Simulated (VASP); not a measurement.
A run of VASP 6.6.1 is set up as follows.

The input INCAR:

```
  ALGO = Normal
  EDIFF = 1E-6
  ENCUT = 520
  GGA = PE
  ISIF = 2
  ISMEAR = 0
  LASPH = T
  LCHARG = T
  LELF = T
  LREAL = F
  LVHAR = T
  LWAVE = F
  NBANDS = 65
  NELM = 60
  PREC = Accurate
  SIGMA = 0.15
```

KPOINTS

```
k-points
0
Gamma
  4 4 1
```

File POSCAR:

```
HOs12F
1.0
    5.4799999079     -0.0000000532      0.0000000000
    2.7399999079      4.7458190532      0.0000000000
    0.0000000000      0.0000000000     16.3264600000
Os F H
12 1 1
Direct
    0.0000000000      0.0000000000      0.0612502600
    0.4999999950     -0.0000000050      0.0612502600
   -0.0000000100      0.5000000050      0.0612502600
    0.4999999950      0.5000000100      0.0612502600
   -0.1660202401      0.3323023402      0.1896319739
    0.3327990398      0.3336004801      0.1938109509
   -0.1660202401      0.8337178998      0.1896319739
    0.3329830360      0.8335084820      0.1871336400
    0.0044809745     -0.0022404873      0.3187953816
    0.4997177622     -0.0081727992      0.3193837347
   -0.0081202711      0.5040601355      0.3184698287
    0.4997177622      0.5084550370      0.3193837347
    0.6638976034      0.6680511983      0.4276637055
    0.6669028519      0.1665485741      0.3803645997
```

Potentials or basis: VASP PAW PBE potentials, release 64 (Os, F, H).

The run is started by

```bash
$ cat potpaw_PBE.64/Os/POTCAR potpaw_PBE.64/F/POTCAR potpaw_PBE.64/H/POTCAR > POTCAR
$ mpirun -np 1 vasp_std > vasp.out
```

(1) What does it give for the largest force?

(2) Predict the band gap on the k mesh.

## Answers

(1) 0.232 eV/Å.

(2) zero (bands 52 and 53 overlap by 1.06 eV).

Caveat: there is no dipole correction, which matters where the two faces differ; spin-orbit coupling is left out, which moves the levels of the heavy elements.
